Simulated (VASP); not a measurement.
# Na2CoHgF6 (Fm-3m) in VASP: single point with PBEsol

Aim: the single point of Na2CoHgF6 with PBEsol.

Program: VASP 6.6.1. These are calculated values, not measurements. Logs are shortened: lines on timing, memory, paths and dates and some standing lists are left out, and cuts for length are marked.

## 1. The cell of the first run

It takes space group Fm-3m (No. 225, cubic). The conventional cell has a = 8.528 Å, b = 8.528 Å, c = 8.528 Å, α = 90.00°, β = 90.00°, γ = 90.00°. Within 4.0 Å of Na (site symmetry -43m) lie 12 F at 3.02 Å and 4 Co at 3.69 Å and 4 Hg at 3.69 Å. Within 2.5 Å of Co (site symmetry m-3m) lie 6 F at 1.91 Å. Hg (site symmetry m-3m) has 6 F at 2.36 Å within 3.1 Å. Within 2.5 Å of F (site symmetry 4mm) lie 1 Co at 1.91 Å and 1 Hg at 2.36 Å.

## 2. Single point, PBEsol, collinear spin, ferromagnetic start

The input, INCAR:

```
PREC = Accurate
ENCUT = 520
EDIFF = 1E-7
ISMEAR = 0
SIGMA = 0.1
LREAL = False
LASPH = True
NELM = 150
ALGO = Normal
ISIF = 2
LWAVE = False
LCHARG = True
ISPIN = 2
MAGMOM = 0 0 2.78 0 0 0 0 0 0 0
LORBIT = 11
LMAXMIX = 4
GGA = PS
LELF = True
LVHAR = True
NBANDS = 54
```

The input, KPOINTS:

```
Automatic mesh
0
Gamma
  8 8 8
```

The input, POSCAR:

```
Na2CoHgF6
1.0
    0.0000000000      4.2638373804      4.2638373804
    4.2638373804      0.0000000000      4.2638373804
    4.2638373804      4.2638373804      0.0000000000
Na Co Hg F
2 1 1 6
Direct
    0.2500000000      0.2500000000      0.2500000000
    0.7500000000      0.7500000000      0.7500000000
    0.0000000000      0.0000000000      0.0000000000
    0.5000000000      0.5000000000      0.5000000000
    0.2234240000      0.2234240000      0.7765760000
    0.2234240000      0.7765760000      0.7765760000
    0.7765760000      0.7765760000      0.2234240000
    0.2234240000      0.7765760000      0.2234240000
    0.7765760000      0.2234240000      0.7765760000
    0.7765760000      0.2234240000      0.2234240000
```

Potentials or basis: VASP PAW PBE potentials, release 64 (Na_pv, Co, Hg, F).

Started as:

```console
$ cat potpaw_PBE.64/Na_pv/POTCAR potpaw_PBE.64/Co/POTCAR potpaw_PBE.64/Hg/POTCAR potpaw_PBE.64/F/POTCAR > POTCAR
$ mpirun -np 1 vasp_std > vasp.out
```

OUTCAR:

```text
PREC = Accurate
   ENCUT = 520
   EDIFF = 1E-7
   ISMEAR = 0
   LREAL = False
   LASPH = True
   NELM = 150
   ISIF = 2
   ISPIN = 2
   LORBIT = 11
   GGA = PS

 ion  position               nearest neighbor table
   1  0.250  0.250  0.250-
   2  0.750  0.750  0.750-
   3  0.000  0.000  0.000-   5 1.91   6 1.91   7 1.91   8 1.91   9 1.91  10 1.91
   4  0.500  0.500  0.500-   5 2.36   6 2.36   7 2.36   8 2.36   9 2.36  10 2.36
   5  0.223  0.223  0.777-   3 1.91   4 2.36
   6  0.223  0.777  0.777-   3 1.91   4 2.36
   7  0.777  0.777  0.223-   3 1.91   4 2.36
   8  0.223  0.777  0.223-   3 1.91   4 2.36
   9  0.777  0.223  0.777-   3 1.91   4 2.36
  10  0.777  0.223  0.223-   3 1.91   4 2.36

  LATTYP: Found a face centered cubic cell.
 ALAT       =     8.5276747608

  Lattice vectors:

 A1 = (   0.0000000000,   4.2638373804,   4.2638373804)
 A2 = (   4.2638373804,   0.0000000000,   4.2638373804)
 A3 = (   4.2638373804,   4.2638373804,   0.0000000000)

Analysis of symmetry for initial positions (statically):
=====================================================================
 Subroutine PRICEL returns:
 Original cell was already a primitive cell.

 Routine SETGRP: Setting up the symmetry group for a
 face centered cubic supercell.

 Subroutine GETGRP returns: Found 48 space group operations
 (whereof 48 operations were pure point group operations)
 out of a pool of 48 trial point group operations.

The static configuration has the point symmetry O_h .

Analysis of symmetry for dynamics (positions and initial velocities):
=====================================================================
 Subroutine PRICEL returns:
 Original cell was already a primitive cell.

 Routine SETGRP: Setting up the symmetry group for a
 face centered cubic supercell.

 Subroutine GETGRP returns: Found 48 space group operations
 (whereof 48 operations were pure point group operations)
 out of a pool of 48 trial point group operations.

The dynamic configuration has the point symmetry O_h .

Analysis of structural, dynamic, and magnetic symmetry:
=====================================================================
 Subroutine PRICEL returns:
 Original cell was already a primitive cell.

 Routine SETGRP: Setting up the symmetry group for a
 face centered cubic supercell.

 Subroutine GETGRP returns: Found 48 space group operations
 (whereof 48 operations were pure point group operations)
 out of a pool of 48 trial point group operations.

The overall configuration has the point symmetry O_h .

 Subroutine INISYM returns: Found 48 space group operations
 (whereof 48 operations are pure point group operations),
 and found     1 'primitive' translations

----------------------------------------------------------------------------------------

                                     Primitive cell

  volume of cell :     155.0358

  direct lattice vectors                    reciprocal lattice vectors
     0.000000000  4.263837380  4.263837380    -0.117265260  0.117265260  0.117265260
     4.263837380  0.000000000  4.263837380     0.117265260 -0.117265260  0.117265260
     4.263837380  4.263837380  0.000000000     0.117265260  0.117265260 -0.117265260

  length of vectors
     6.029976651  6.029976651  6.029976651     0.203109389  0.203109389  0.203109389

  position of ions in fractional coordinates (direct lattice)
     0.250000000  0.250000000  0.250000000
     0.750000000  0.750000000  0.750000000
     0.000000000  0.000000000  0.000000000
     0.500000000  0.500000000  0.500000000
     0.223424000  0.223424000  0.776576000
     0.223424000  0.776576000  0.776576000
     0.776576000  0.776576000  0.223424000
     0.223424000  0.776576000  0.223424000
     0.776576000  0.223424000  0.776576000
     0.776576000  0.223424000  0.223424000

  ion indices of the primitive-cell ions
   primitive index   ion index
                 1           1
                 2           2
                 3           3
                 4           4
                 5           5
                 6           6
                 7           7
                 8           8
                 9           9
                10          10

----------------------------------------------------------------------------------------

 KPOINTS: Automatic mesh

Automatic generation of k-mesh.
 Grid dimensions read from file:
 generate k-points for:    8    8    8

 Generating k-lattice:

  Cartesian coordinates                     Fractional coordinates (reciprocal lattice)
    -0.014658158  0.014658158  0.014658158     0.125000000  0.000000000  0.000000000
     0.014658158 -0.014658158  0.014658158     0.000000000  0.125000000  0.000000000
     0.014658158  0.014658158 -0.014658158     0.000000000  0.000000000  0.125000000

  Length of vectors
     0.025388674  0.025388674  0.025388674

  Shift w.r.t. Gamma in fractional coordinates (k-lattice)
     0.000000000  0.000000000  0.000000000

 Subroutine IBZKPT returns following result:
 ===========================================

 Found     29 irreducible k-points:

 Following reciprocal coordinates:
            Coordinates               Weight
  0.000000  0.000000  0.000000      1.000000
  0.125000  0.000000  0.000000      8.000000
  0.250000  0.000000  0.000000      8.000000
  0.375000  0.000000  0.000000      8.000000
  0.500000  0.000000  0.000000      4.000000
  0.125000  0.125000  0.000000      6.000000
[... 16 lines left out ...]
  0.500000  0.250000  0.125000     48.000000
 -0.375000  0.250000  0.125000     24.000000
 [... further k-points ...]
   k-points           NKPTS =     29   k-points in BZ     NKDIM =     29   number of bands    NBANDS=     54
   number of dos      NEDOS =    301   number of ions     NIONS =     10
   total plane-waves  NPLWV = 110592
   dimension x,y,z NGX =    48 NGY =   48 NGZ =   48
   dimension x,y,z NGXF=    96 NGYF=   96 NGZF=   96
   ions per type =               2   1   1   6
   NGX,Y,Z   is equivalent  to a cutoff of  13.23, 13.23, 13.23 a.u.
   NGXF,Y,Z  is equivalent  to a cutoff of  26.47, 26.47, 26.47 a.u.
 SYSTEM =  unknown system
   PREC   = accura    normal or accurate (medium, high low for compatibility)
   ISTART =      0    job   : 0-new  1-cont  2-samecut
   ICHARG =      2    charge: 1-file 2-atom 10-const
   ISPIN  =      2    spin polarized calculation?
   LNONCOLLINEAR =      F non collinear calculations
   LSORBIT =      F    spin-orbit coupling
   LASPH  =      T    aspherical Exc in radial PAW
   ENCUT  =  520.0 eV  38.22 Ry    6.18 a.u.  11.21 11.21 11.21*2*pi/ulx,y,z
   NELM   =    150;   NELMIN=  2; NELMDL= -5     # of ELM steps
   EDIFF  = 0.1E-06   stopping-criterion for ELM
   LREAL  =      F    real-space projection
   EDIFFG = 0.1E-05   stopping-criterion for IOM
   NSW    =      0    number of steps for IOM
   IBRION =     -1    ionic relax: 0-MD 1-quasi-New 2-CG
   NFREE  =      0    steps in history (QN), initial steepest desc. (CG)
   ISIF   =      2    stress and relaxation
   ISYM   =      2    0-nonsym 1-usesym 2-fastsym
   POTIM  = 0.5000    time-step for ionic-motion
   TEBEG  =    0.0;   TEEND  =   0.0 temperature during run
   PSTRESS=    0.0 pullay stress
   NELECT =      77.0000    total number of electrons
   NUPDOWN=      -1.0000    fix difference up-down
   EMIN   =  10.00;   EMAX   =-10.00  energy-range for DOS
   EFERMI =   0.00;   METHOD = LEGACY
   ISMEAR =     0;   SIGMA  =   0.10  broadening in eV -4-tet -1-fermi 0-gaus
   EFERMI_NEDOS =   21; number of points for ismear=-14 and -15
   IALGO  =     38    algorithm
   IMIX   =      4    mixing-type and parameters
     AMIX     =   0.40;   BMIX     =  1.00
     AMIX_MAG =   1.60;   BMIX_MAG =  1.00
  volume/ion in A,a.u.               =      15.50       104.62
  Fermi-wavevector in a.u.,A,eV,Ry     =   1.296466  2.449965 22.868998  1.680824
  Thomas-Fermi vector in A             =   2.427920
   LORBIT       =     11    0 simple, 1 ext, 2 COOP (PROOUT), +10 PAW based schemes
   GGA     = PS    functional components
   LHFCALC =     F    Hartree Fock is set to
   AEXX    =    0.0000 exact exchange contribution
   IVDW    =     0    specifies the selected vdW correction
   LEPSILON=     F    determine dielectric tensor
   LRPA    =     F    only Hartree local field effects (RPA)
 spin polarized calculation
 Gauss-broadening in eV      SIGMA  =   0.10
  energy-cutoff  :      520.00
  volume of cell :      155.04
 maximum number of plane-waves:      4279
 NGX is ok and might be reduce to    48
   NGX = 23   NGY = 23   NGZ = 23

 number of electron      77.0000022 magnetization       3.1110485

 Free energy of the ion-electron system (eV)
  ---------------------------------------------------
  ext. energy  EPLUGINS =         0.00000000
  ---------------------------------------------------
  free energy    TOTEN  =       -41.29847020 eV

  energy without entropy =      -41.20900044  energy(sigma->0) =      -41.25373532

 E-fermi :   1.2779     XC(G=0):  -8.9048

 val. band max:        1.2775545314   @ k =  -0.3750   0.1250   0.0000
 cond. band min:       1.2779036845   @ k =   0.3750   0.2500   0.1250
 fundamental gap:      0.0003491532
 Fermi energy:         1.2778706813

 spin component 1

 k-point     1 :       0.0000    0.0000    0.0000
  band No.  band energies     occupation
      1     -22.9027      1.00000
      2     -22.9027      1.00000
      3     -22.9027      1.00000
      4     -22.8996      1.00000
      5     -22.8996      1.00000
      6     -22.8996      1.00000
[... 42 lines left out ...]
     49       9.1253      0.00000
     50      10.2700      0.00000
[... 1217 lines left out ...]
     49      10.3233      0.00000
     50      10.6758      0.00000

 [... further k-points ...]

 spin component 2

 k-point     1 :       0.0000    0.0000    0.0000
  band No.  band energies     occupation
      1     -22.9031      1.00000
      2     -22.9031      1.00000
      3     -22.9031      1.00000
      4     -22.8999      1.00000
      5     -22.8999      1.00000
      6     -22.8999      1.00000
[... 42 lines left out ...]
     49       9.1478      0.00000
     50      10.2791      0.00000
[... 1217 lines left out ...]
     49      10.3637      0.00000
     50      10.7833      0.00000

 [... further k-points ...]

 [bands above 50 left out]

------------------------ aborting loop because EDIFF is reached ----------------------------------------

  FORCE on cell =-STRESS in cart. coord.  units (eV):
  Direction    XX          YY          ZZ          XY          YZ          ZX
  --------------------------------------------------------------------------------------
  -------------------------------------------------------------------------------------
  Total        0.5070391      0.5070391      0.5070391     -0.0000000      0.0000000     -0.0000000
  in kB        5.2398656      5.2398656      5.2398656     -0.0000000      0.0000000     -0.0000000
  external PRESSURE =       5.2398656 kB  Pullay stress =       0.0000000 kB

 VOLUME and BASIS-vectors are now :
 -----------------------------------------------------------------------------
  energy-cutoff  :      520.00
  volume of cell :      155.04
      direct lattice vectors                 reciprocal lattice vectors
     0.000000000  4.263837380  4.263837380    -0.117265260  0.117265260  0.117265260
     4.263837380  0.000000000  4.263837380     0.117265260 -0.117265260  0.117265260
     4.263837380  4.263837380  0.000000000     0.117265260  0.117265260 -0.117265260

 POSITION                                       TOTAL-FORCE (eV/Angst)
 -----------------------------------------------------------------------------------
      2.13192      2.13192      2.13192        -0.000000     -0.000000      0.000000
      6.39576      6.39576      6.39576         0.000000      0.000000      0.000000
      0.00000      0.00000      0.00000         0.000000      0.000000      0.000000
      4.26384      4.26384      4.26384        -0.000000     -0.000000      0.000000
      4.26384      4.26384      1.90529         0.000000      0.000000      0.756736
      6.62239      4.26384      4.26384        -0.756736      0.000000      0.000000
      4.26384      4.26384      6.62239         0.000000      0.000000     -0.756736
      4.26384      1.90529      4.26384         0.000000      0.756736      0.000000
      4.26384      6.62239      4.26384         0.000000     -0.756736      0.000000
      1.90529      4.26384      4.26384         0.756736      0.000000      0.000000
 -----------------------------------------------------------------------------------
    total drift:                                0.000000      0.000000      0.000000

  FREE ENERGIE OF THE ION-ELECTRON SYSTEM (eV)
  ---------------------------------------------------
  free  energy   TOTEN  =       -41.2984701990 eV

  energy  without entropy=      -41.2090004427  energy(sigma->0) =      -41.25373532

 total charge

# of ion       s       p       d       tot
------------------------------------------
    1        0.014   5.957   0.000   5.971
    2        0.014   5.957   0.000   5.971
    3        0.354   0.524   7.106   7.983
    4        0.555   0.209   9.533  10.297
    5        1.738   4.317   0.000   6.055
    6        1.738   4.317   0.000   6.055
    7        1.738   4.317   0.000   6.055
    8        1.738   4.317   0.000   6.055
    9        1.738   4.317   0.000   6.055
   10        1.738   4.317   0.000   6.055
--------------------------------------------------
tot         11.367  38.547  16.638  66.552

 magnetization (x)

# of ion       s       p       d       tot
------------------------------------------
    1       -0.000  -0.000   0.000  -0.000
    2       -0.000  -0.000   0.000  -0.000
    3        0.006   0.010   2.643   2.659
    4        0.001   0.012   0.013   0.026
    5        0.004   0.055   0.000   0.058
    6        0.004   0.055   0.000   0.058
    7        0.004   0.055   0.000   0.058
    8        0.004   0.055   0.000   0.058
    9        0.004   0.055   0.000   0.058
   10        0.004   0.055   0.000   0.058
--------------------------------------------------
tot          0.027   0.350   2.656   3.033
```

Wall time 24 min (1 thread of Oxide Virtual Turin-like, shared host); peak memory 0.62 GiB.

Results:

```yaml
Free_energy: -41.2985 eV
Pressure: 0.5 GPa
Largest_force: 0.757 eV/Å
Net_moment: 3.11 μB per cell
Site_moments: Na -0.00; Co +2.66; Hg +0.03; F +0.06 μB
Valence_electrons_inside_the_program's_atomic_spheres: Na 5.97; Co 7.98; Hg 10.30; F 6.05
```

Forces on the atoms (eV/Å):
```
Na   0.000  0.000  0.000
Na   0.000  0.000  0.000
Co   0.000  0.000  0.000
Hg   0.000  0.000  0.000
F    0.000  0.000  0.757
F   -0.757  0.000  0.000
F    0.000  0.000 -0.757
F    0.000  0.757  0.000
F    0.000 -0.757  0.000
F    0.757  0.000  0.000
```

Levels at points of the mesh, in eV from the Fermi level:
Spin up:
| k point | band 37 | band 38 | band 39 | band 40 | band 41 | band 42 | band 43 | band 44 |
| --- | --- | --- | --- | --- | --- | --- | --- | --- |
| (0.00, 0.00, 0.00) | -2.18 | -2.18 | -0.55 | -0.35 | -0.35 | 3.91 | 5.59 | 6.32 |
| (0.50, 0.00, 0.00) | -2.18 | -2.18 | -0.92 | -0.92 | 0.67 | 3.24 | 4.88 | 6.27 |
| (0.50, 0.50, 0.00) | -2.09 | -2.09 | -2.09 | -0.35 | 1.64 | 3.72 | 5.42 | 5.42 |
Spin down:
| k point | band 33 | band 34 | band 35 | band 36 | band 37 | band 38 | band 39 | band 40 | band 41 | band 42 |
| --- | --- | --- | --- | --- | --- | --- | --- | --- | --- | --- |
| (0.00, 0.00, 0.00) | -3.59 | -3.59 | -3.59 | -0.46 | -0.02 | -0.02 | -0.02 | 2.08 | 2.08 | 3.93 |
| (0.50, 0.00, 0.00) | -3.71 | -3.18 | -3.18 | -0.07 | -0.01 | -0.01 | 0.75 | 1.72 | 1.72 | 3.30 |
| (0.50, 0.50, 0.00) | -3.59 | -3.57 | -3.57 | -0.37 | -0.03 | 0.04 | 0.04 | 2.09 | 2.86 | 3.75 |

Caveat: the PAW data sets were made with another functional, which shifts forces and pressure a little; spin-orbit coupling is left out, which moves the levels of the heavy elements; a cell with one magnetic atom can't hold antiferromagnetic order, which such compounds often take; semilocal functionals often make such compounds metallic where correlation or magnetic order opens a gap, which also shifts bond lengths.
